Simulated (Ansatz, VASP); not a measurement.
## One calculation of BaTe, two programs

The input INCAR:

```
  ALGO = Normal
  EDIFF = 1E-6
  ENCUT = 520
  GGA = CA
  ISIF = 2
  ISMEAR = 0
  LASPH = T
  LCHARG = F
  LREAL = F
  LWAVE = F
  NBANDS = 15
  NELM = 100
  PREC = Accurate
  SIGMA = 0.01
```

KPOINTS

```
k-points
0
Gamma
  6 6 6
```

The input POSCAR:

```
BaTe
1.0
    0.0000000000      3.4159791391      3.4159791391
    3.4159791391      0.0000000000      3.4159791391
    3.4159791391      3.4159791391      0.0000000000
Ba Te
1 1
Direct
    0.0000000000      0.0000000000      0.0000000000
    0.5000000000      0.5000000000      0.5000000000
```

Input for Ansatz:

```yaml
crystal:
  lattice:
    - [0.0, 3.41597913912, 3.41597913912]
    - [3.41597913912, 0.0, 3.41597913912]
    - [3.41597913912, 3.41597913912, 0.0]
  atoms:
    - { symbol: Ba, position: [0.0, 0.0, 0.0] }
    - { symbol: Te, position: [0.5, 0.5, 0.5] }
kpoints:
  mp_grid: { grid: [6, 6, 6] }
scf:
  occupations: { method: fixed }
  convergence: { dr2_threshold: 1.0e-10 }
hamiltonian:
  xc: lda
  pseudopotentials: { kind: all_electron, lapw: { basis_error: 0.0005 } }
output:
  forces: true
  stress: true
  eigenstates:
    kpoints:
      - [0.0, 0.0, 0.0]
      - [0.0, -0.5, -0.5]
      - [-0.5, 0.0, -0.5]
      - [-0.5, -0.5, 0.0]
      - [-0.5, 0.0, 0.0]
      - [0.0, -0.5, 0.0]
      - [0.0, 0.0, -0.5]
      - [-0.5, -0.5, -0.5]
  eigenvalues: true
```

Alike in both runs: task single point; functional LDA; k mesh 6 × 6 × 6; no spin polarisation.

|  | VASP | Ansatz |
| --- | --- | --- |
| version | VASP 6.6.1 | Ansatz 0.2.0 |
| potentials or method | VASP PAW LDA potentials, release 64 (Ba_sv, Te), cutoff 520 eV | all-electron LAPW, scalar-relativistic |
| occupations | gaussian, width 0.01 eV | fixed |

```tsv
	VASP	Ansatz	Ansatz less VASP
gap on the k mesh at the Fermi level (eV)	1.22	1.33	+0.107
pressure (GPa)	1.0	0.6	-0.48
```

LDA's correlation is that of Perdew and Zunger in VASP and of Perdew and Wang (1992) in Ansatz. Ansatz ran all-electron here, and VASP with PAW potentials.

Neither program's run includes spin-orbit coupling.
